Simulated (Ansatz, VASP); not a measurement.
**One calculation of KF, two programs**

Contents of INCAR:

```
SYSTEM = KF
  ALGO = Normal
  EDIFF = 1E-7
  ENCUT = 520
  GGA = PE
  ISIF = 2
  ISMEAR = -1
  LASPH = .True.
  LCHARG = .False.
  LREAL = .False.
  LWAVE = .False.
  NBANDS = 15
  NELM = 60
  PREC = Accurate
  SIGMA = 0.02
```

Contents of KPOINTS:

```
k-points
0
Gamma
  8 8 8
  0 0 0
```

File POSCAR:

```
KF
1.0
    0.0000000000      2.9354014298      2.7666158476
    2.9354014298      0.0000000000      2.7666158476
    2.9354014298      2.9354014298      0.0000000000
K F
1 1
Direct
    0.0000000000      0.0000000000      0.0000000000
    0.2500000000      0.2500000000      0.2500000000
```

Input for Ansatz:

```yaml
crystal:
  lattice:
    - [0.0, 2.9354014298, 2.7666158476]
    - [2.9354014298, 0.0, 2.7666158476]
    - [2.9354014298, 2.9354014298, 0.0]
  atoms:
    - { symbol: K, position: [0.0, 0.0, 0.0] }
    - { symbol: F, position: [0.25, 0.25, 0.25] }
kpoints:
  mp_grid: { grid: [8, 8, 8] }
  band_path:
    path:
      - [0.0, 0.0, 0.0]
      - [-0.5, -0.5, 0.0]
      - [-0.375, -0.375, 0.25]
      - [-0.375, 0.0, 0.375]
      - [0.0, 0.0, 0.5]
      - [-0.5, -0.25, 0.25]
      - [0.25, -0.25, -0.5]
    npoints: 1
hamiltonian:
  xc: pbe
scf:
  occupations: { method: fermi_dirac, width: 0.02 }
  n_extra_bands: 4
output:
  forces: true
  stress: true
  eigenvalues: true
```

Change from the starting cell: uniaxial_z strain -5.8%.

Alike in both runs: task single point; functional PBE; k mesh 8 × 8 × 8; occupations fermi-dirac, width 0.02 eV; no spin polarisation.

|  | VASP | Ansatz |
| --- | --- | --- |
| version | VASP 6.6.1 | Ansatz 0.2.0 |
| potentials or method | VASP PAW PBE potentials, release 64 (K_sv, F) | plane waves, PAW |
| plane-wave cutoff (eV) | 520 | 420 |
| valence electrons in the cell | 16 | 16 |

Ansatz gave:

```
gap on the k mesh at the Fermi level (eV)                     : 5.32
pressure (GPa)                                                : 2.5
traceless stress, the component that is largest in VASP (GPa) : -0.11
```

Task: Estimate VASP's values.

Result: gap on the k mesh at the Fermi level (eV): 5.31; pressure (GPa): 2.6; traceless stress, the component that is largest in VASP (GPa): -0.13.
